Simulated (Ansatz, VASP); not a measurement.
## Ca in VASP and in Ansatz

```
Ca
1.0
     0.22354    2.61797    2.61797
     2.84151    0.00000    2.84151
     2.84151    2.84151    0.00000
Ca
1
Direct
  0.00000 0.00000 0.00000
```

Alike in both runs: task single point; functional PBEsol; k mesh 12 × 12 × 12; occupations gaussian, width 0.1 eV; no spin polarisation.

|  | VASP | Ansatz |
| --- | --- | --- |
| version | VASP 6.6.1 | Ansatz 0.2.0 |
| potentials or method | VASP PAW PBE potentials, release 64 (Ca_sv), cutoff 520 eV | scalar-relativistic, plane waves, PAW |
| valence electrons in the cell | 10 | 10 |

|  | VASP | Ansatz | Ansatz less VASP |
| --- | --- | --- | --- |
| gap on the k mesh at the Fermi level (eV) | none | none | - |
| pressure (GPa) | 0.2 | 0.1 | -0.02 |
| traceless stress, the component that is largest in VASP (GPa) | -1.15 | -1.14 | 0.000 |

VASP's potentials were made for PBE, not for PBEsol. A gap of «none» marks a metal or a gap that the smearing closes.
